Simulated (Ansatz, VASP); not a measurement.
**CaHf in VASP and in Ansatz**

```
CELL_PARAMETERS angstrom
3.23892 0.00000 0.00000
0.00000 3.23892 0.00000
0.00000 0.00000 5.26378
ATOMIC_POSITIONS crystal
Ca 0.50000 0.50000 0.50000
Hf 0.00000 0.00000 0.00000
```

Alike in both runs: task relaxation of cell and atoms; functional PBE; k mesh 18 × 18 × 10; occupations gaussian, width 0.1 eV; no spin polarisation.

```csv
,VASP,Ansatz
version,VASP 6.6.1,Ansatz 0.2.0
potentials or method,"VASP PAW PBE potentials, release 64 (Ca_sv, Hf_pv), cutoff 600 eV","scalar-relativistic, plane waves, PAW"
valence electrons in the cell,20,36
```

Ansatz gave:

| Property | Result |
| --- | --- |
| gap on the k mesh at the Fermi level, each at its own relaxed structure (eV) | none |
| relaxed volume (Å³/atom) | 27.69 |
| relaxed cell length with the largest relative difference (Å) | 3.243 |

Question: Estimate VASP's values.

Answer: gap on the k mesh at the Fermi level, each at its own relaxed structure (eV): none; relaxed volume (Å³/atom): 27.67; relaxed cell length with the largest relative difference (Å): 3.241.

A gap of «none» marks a metal or a gap that the smearing closes. VASP's potentials hold 20 valence electrons a cell and Ansatz's 36, so a difference there can come from the potentials and not from the codes.

Spin-orbit coupling is off throughout.
